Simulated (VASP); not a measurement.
# ZnS (P1) in VASP: single point with PBE

Aim: the single point of ZnS with PBE.

All numbers are computed with VASP 6.6.1; they aren't measurements. Logs are shortened: lines on timing, memory, paths and dates and some standing lists are left out, and cuts for length are marked.

### Step 1. The cell of the first run

The typed cell holds 6 atoms: a = 3.825 Å, b = 3.825 Å, c = 9.400 Å, α = 87.67°, β = 85.33°, γ = 60.00°.

### Step 2. Single point, PBE (the part above a cut slid along it)

Contents of INCAR:

```
SYSTEM = ZnS
PREC = Accurate
ENCUT = 520
EDIFF = 1E-6
ISMEAR = 0
SIGMA = 0.05
LREAL = .FALSE.
LASPH = .TRUE.
NELM = 80
ALGO = Normal
ISIF = 2
LWAVE = .FALSE.
LCHARG = .TRUE.
GGA = PE
LELF = .TRUE.
LVHAR = .TRUE.
NBANDS = 36
```

Contents of KPOINTS:

```
regular mesh
0
G
  8 8 3
  0 0 0
```

Contents of POSCAR:

```
ZnS
1.0
    2.7046500000     -2.7046500000      0.0000000000
    2.7046500000      0.0000000000     -2.7046500000
    5.9502300000      4.8683700000      5.4093000000
Zn S
3 3
Direct
    0.6416600000      0.6666666667      0.1250333333
   -0.1583400000      0.0000000000      0.7917000000
    0.2416600000      0.3333333333      0.4583666667
    0.4916600000      0.6666666667      0.8750333333
    0.8916600000      1.0000000000      0.5417000000
    0.2916600000      0.3333333333      0.2083666667
```

Potentials or basis: VASP PAW PBE potentials, release 64 (Zn, S).

Command:

```
$ cat potpaw_PBE.64/Zn/POTCAR potpaw_PBE.64/S/POTCAR > POTCAR
$ mpirun -np 1 vasp_std > vasp.out
```

OUTCAR:

```text
SYSTEM = ZnS
   PREC = Accurate
   ENCUT = 520
   EDIFF = 1E-6
   ISMEAR = 0
   LREAL = .FALSE.
   LASPH = .TRUE.
   NELM = 80
   ISIF = 2
   GGA = PE

 ion  position               nearest neighbor table
   1  0.642  0.667  0.125-   6 2.34   6 2.34   6 2.34   4 2.46
   2  0.842  0.000  0.792-   4 2.34   4 2.34   5 2.34   4 2.34
   3  0.242  0.333  0.458-   5 2.34   5 2.34   5 2.34   6 2.34
   4  0.492  0.667  0.875-   2 2.34   2 2.34   2 2.34   1 2.46
   5  0.892  0.000  0.542-   3 2.34   3 2.34   3 2.34   2 2.34
   6  0.292  0.333  0.208-   1 2.34   3 2.34   1 2.34   1 2.34

  LATTYP: Found a base centered monoclinic cell.
 ALAT       =     3.8249527115
 B/A-ratio  =     1.7320508076
 C/A-ratio  =     2.4576411455
 COS(beta)  =    -0.0813788459

  Lattice vectors:

 A1 = (   0.0000000000,   2.7046500000,  -2.7046500000)
 A2 = (  -2.7046500000,   0.0000000000,   2.7046500000)
 A3 = (   5.9502300000,   4.8683700000,   5.4093000000)

Analysis of symmetry for initial positions (statically):
=====================================================================
 Subroutine PRICEL returns:
 Original cell was already a primitive cell.

 Routine SETGRP: Setting up the symmetry group for a
 base centered monoclinic supercell.

 Subroutine GETGRP returns: Found  1 space group operations
 (whereof  1 operations were pure point group operations)
 out of a pool of  4 trial point group operations.

The static configuration has the point symmetry C_1 .

Analysis of symmetry for dynamics (positions and initial velocities):
=====================================================================
 Subroutine PRICEL returns:
 Original cell was already a primitive cell.

 Routine SETGRP: Setting up the symmetry group for a
 base centered monoclinic supercell.

 Subroutine GETGRP returns: Found  1 space group operations
 (whereof  1 operations were pure point group operations)
 out of a pool of  4 trial point group operations.

The dynamic configuration has the point symmetry C_1 .

 Subroutine INISYM returns: Found  1 space group operations
 (whereof  1 operations are pure point group operations),
 and found     1 'primitive' translations

[... 100 lines left out ...]
   ENCUT  =  520.0 eV  38.22 Ry    6.18 a.u.   7.11  7.11 17.48*2*pi/ulx,y,z
   NELM   =     80;   NELMIN=  2; NELMDL= -5     # of ELM steps
   EDIFF  = 0.1E-05   stopping-criterion for ELM
   LREAL  =      F    real-space projection
   EDIFFG = 0.1E-04   stopping-criterion for IOM
   NSW    =      0    number of steps for IOM
   IBRION =     -1    ionic relax: 0-MD 1-quasi-New 2-CG
   NFREE  =      0    steps in history (QN), initial steepest desc. (CG)
   ISIF   =      2    stress and relaxation
   ISYM   =      2    0-nonsym 1-usesym 2-fastsym
   POTIM  = 0.5000    time-step for ionic-motion
   TEBEG  =    0.0;   TEEND  =   0.0 temperature during run
   PSTRESS=    0.0 pullay stress
   NELECT =      54.0000    total number of electrons
   NUPDOWN=      -1.0000    fix difference up-down
   EMIN   =  10.00;   EMAX   =-10.00  energy-range for DOS
   EFERMI =   0.00;   METHOD = LEGACY
   ISMEAR =     0;   SIGMA  =   0.05  broadening in eV -4-tet -1-fermi 0-gaus
   EFERMI_NEDOS =   21; number of points for ismear=-14 and -15
   IALGO  =     38    algorithm
   IMIX   =      4    mixing-type and parameters
     AMIX     =   0.40;   BMIX     =  1.00
     AMIX_MAG =   1.60;   BMIX_MAG =  1.00
  volume/ion in A,a.u.               =      19.78       133.51
  Fermi-wavevector in a.u.,A,eV,Ry     =   1.259055  2.379268 21.568210  1.585219
  Thomas-Fermi vector in A             =   2.392634
   LORBIT       =      0    0 simple, 1 ext, 2 COOP (PROOUT), +10 PAW based schemes
   GGA     = PE    functional components
   LHFCALC =     F    Hartree Fock is set to
   AEXX    =    0.0000 exact exchange contribution
   IVDW    =     0    specifies the selected vdW correction
   LEPSILON=     F    determine dielectric tensor
   LRPA    =     F    only Hartree local field effects (RPA)
 non-spin polarized calculation
 Gauss-broadening in eV      SIGMA  =   0.05
  energy-cutoff  :      520.00
  volume of cell :      118.71
 maximum number of plane-waves:      3216
   NGX = 15   NGY = 15   NGZ = 35

 number of electron      54.0000006 magnetization

 Free energy of the ion-electron system (eV)
  ---------------------------------------------------
  ext. energy  EPLUGINS =         0.00000000
  ---------------------------------------------------
  free energy    TOTEN  =       -20.35792174 eV

  energy without entropy =      -20.35792174  energy(sigma->0) =      -20.35792174

 E-fermi :   2.4703     XC(G=0):  -9.6337

 val. band max:        2.2371659278   @ k =   0.0000   0.0000   0.0000
 cond. band min:       4.0611699616   @ k =   0.0000   0.0000   0.0000
 fundamental gap:      1.8240040339
 Fermi energy:         2.4703128575

 k-point     1 :       0.0000    0.0000    0.0000
  band No.  band energies     occupation
      1     -11.0274      2.00000
      2     -10.4119      2.00000
      3     -10.2661      2.00000
      4      -4.2912      2.00000
      5      -4.2887      2.00000
      6      -4.2623      2.00000
[... 925 lines left out ...]
     35      10.0624      0.00000
     36      11.0447      0.00000

 [... further k-points ...]

------------------------ aborting loop because EDIFF is reached ----------------------------------------

  FORCE on cell =-STRESS in cart. coord.  units (eV):
  Direction    XX          YY          ZZ          XY          YZ          ZX
  --------------------------------------------------------------------------------------
  -------------------------------------------------------------------------------------
  Total       -0.4145557      1.6526568      1.2620352      0.0078818      0.8418267     -0.8967055
  in kB       -5.5951152     22.3053377     17.0332522      0.1063777     11.3618431    -12.1025240
  external PRESSURE =      11.2478249 kB  Pullay stress =       0.0000000 kB

 VOLUME and BASIS-vectors are now :
 -----------------------------------------------------------------------------
  energy-cutoff  :      520.00
  volume of cell :      118.71
      direct lattice vectors                 reciprocal lattice vectors
     2.704650000 -2.704650000  0.000000000     0.110920082 -0.258813525  0.110920082
     2.704650000  0.000000000 -2.704650000     0.123244536  0.123244536 -0.246489071
     5.950230000  4.868370000  5.409300000     0.061622268  0.061622268  0.061622268

 POSITION                                       TOTAL-FORCE (eV/Angst)
 -----------------------------------------------------------------------------------
      4.28254     -1.12676     -1.12676        -0.307910      0.043339     -0.147634
      6.98719      1.57789      4.28254        -0.043776      0.076901     -0.054346
      4.28254      1.57789      1.57789         0.009150      0.059857      0.048772
      8.33952      2.93022      2.93022         0.552203     -0.199502      0.164507
      5.63487      0.22557      2.93022        -0.019656     -0.067936     -0.035856
      2.93022      0.22557      0.22557        -0.190011      0.087342      0.024556
 -----------------------------------------------------------------------------------
    total drift:                               -0.002027      0.001555      0.000752

  FREE ENERGIE OF THE ION-ELECTRON SYSTEM (eV)
  ---------------------------------------------------
  free  energy   TOTEN  =       -20.3579217386 eV

  energy  without entropy=      -20.3579217386  energy(sigma->0) =      -20.35792174
```

OSZICAR:

```text
N       E                     dE             d eps       ncg     rms          rms(c)
DAV:   1     0.416245240757E+03    0.41625E+03   -0.25160E+04  7056   0.181E+03
DAV:   2     0.291286826982E+02   -0.38712E+03   -0.37220E+03  7092   0.403E+02
DAV:   3    -0.198141864485E+02   -0.48943E+02   -0.48335E+02  7980   0.137E+02
DAV:   4    -0.216505589945E+02   -0.18364E+01   -0.18299E+01  8624   0.267E+01
DAV:   5    -0.216781593300E+02   -0.27600E-01   -0.27586E-01  8484   0.328E+00    0.118E+01
DAV:   6    -0.203487618981E+02    0.13294E+01   -0.26801E+00 10384   0.400E+01    0.916E+00
DAV:   7    -0.203862472854E+02   -0.37485E-01   -0.26805E+00  7836   0.761E+00    0.373E+00
DAV:   8    -0.203566478514E+02    0.29599E-01   -0.14057E-01  9252   0.377E+00    0.106E+00
DAV:   9    -0.203573505524E+02   -0.70270E-03   -0.33039E-02  9396   0.219E+00    0.317E-01
DAV:  10    -0.203575776978E+02   -0.22715E-03   -0.20320E-03  8452   0.617E-01    0.153E-01
DAV:  11    -0.203578936936E+02   -0.31600E-03   -0.51575E-04  8668   0.375E-01    0.808E-02
DAV:  12    -0.203579147651E+02   -0.21071E-04   -0.13704E-04  8644   0.267E-01    0.178E-02
DAV:  13    -0.203579183297E+02   -0.35646E-05   -0.25749E-05  8368   0.384E-02    0.166E-02
DAV:  14    -0.203579214422E+02   -0.31125E-05   -0.41253E-06  7164   0.301E-02    0.286E-03
DAV:  15    -0.203579217386E+02   -0.29640E-06   -0.82368E-07  5824   0.142E-02
   1 F= -.20357922E+02 E0= -.20357922E+02  d E =-.529945E-13
```

Wall time 7.6 min (1 thread of Intel Xeon 8259CL, shared host); peak memory 0.45 GiB.

What came out:

```yaml
Free_energy: -20.3579 eV
Pressure: 1.1 GPa
Largest_force: 0.610 eV/Å
Band_gap_on_the_k_mesh: 1.82 eV
```

Forces in eV/Å, atoms in the order of the input:
```
Zn  -0.308  0.043 -0.148
Zn  -0.044  0.077 -0.054
Zn   0.009  0.060  0.049
S    0.552 -0.200  0.165
S   -0.020 -0.068 -0.036
S   -0.190  0.087  0.025
```

Caveat: the cell differs from its parent crystal (the part above a cut slid along it).
